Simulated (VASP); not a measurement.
Runs of VASP 6.6.1 on BaHg. The structure is cubic, space group Pm-3m (No. 221). The conventional cell has a = 4.179 Å, b = 4.179 Å, c = 4.179 Å, α = 90.00°, β = 90.00°, γ = 90.00°. Ba (site symmetry m-3m) has 8 Hg at 3.62 Å and 6 Ba at 4.18 Å within 4.8 Å. Within 4.8 Å of Hg (site symmetry m-3m) lie 8 Ba at 3.62 Å and 6 Hg at 4.18 Å. 

```tsv
smearing	gap on the mesh (eV)	pressure (GPa)
fermi-dirac 0.3 eV	none	(a)
fermi-dirac 0.1 eV	none	-2.8
fermi-dirac 0.2 eV	none	-2.8
fermi-dirac 0.05 eV	none	-2.7
```

Alike in all rows: task single point; level LDA; potentials or basis VASP PAW LDA potentials, release 64 (Ba_sv, Hg); no spin polarisation; cell as given; k mesh 3 × 3 × 3; cutoff (eV) 500.

Q: Estimate the missing entries.

A: (a) -2.6.

Caveats: all runs use coarse meshes; spin-orbit coupling is left out, which moves the levels of the heavy elements; so wide a smearing shifts energies and pressures (at least some runs).

A k mesh can miss the band edges, and the runs leave out spin-orbit coupling on Ba, Hg.

A gap of «none» marks levels without a gap at the run's occupations.
